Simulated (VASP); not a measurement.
A run of VASP 6.6.1:

INCAR

```
SYSTEM = C
PREC     = Accurate       ! precision mode
ENCUT    = 520            ! plane-wave cutoff, eV
EDIFF    = 1E-7           ! SCF threshold, eV
ISMEAR   = -1             ! smearing method
SIGMA    = 0.05           ! smearing width, eV
LREAL    = .FALSE.        ! projectors in reciprocal space
LASPH    = .TRUE.         ! aspherical terms in the spheres
NELM     = 80             ! most SCF steps
ALGO     = Normal         ! electronic algorithm
ISIF     = 2              ! what is computed and relaxed
LWAVE    = .FALSE.        ! write WAVECAR
LCHARG   = .TRUE.         ! write CHGCAR
GGA      = PE             ! functional
LELF     = .TRUE.         ! ELF
LVHAR    = .TRUE.       
NBANDS   = 8              ! bands
```

The input KPOINTS:

```
Automatic mesh
0
G
  6 6 20
  0 0 0
```

POSCAR

```
C
1.0
    4.2266109516      0.0000000000      0.0000000000
    0.0000000000      4.2266109516      0.0000000000
    0.0000000000      0.0000000000      1.2736837675
C
1
Direct
    0.5000000000      0.5000000000      0.5000000000
```

Potentials or basis: VASP PAW PBE potentials, release 64 (C).

Command:

```sh
$ cat potpaw_PBE.64/C/POTCAR > POTCAR
$ mpirun -np 1 vasp_std > vasp.out
```

Hardware: 1 thread of AMD EPYC 9R45 96-Core Processor (Zen 5) (shared host).

Task: Estimate the wall time of this run.

Result: Wall time 6.4 s on 1 thread of AMD EPYC 9R45 96-Core Processor (Zen 5), with other jobs on the host, peak memory 0.1 GiB. Counts: scf iterations 13, k points 110.
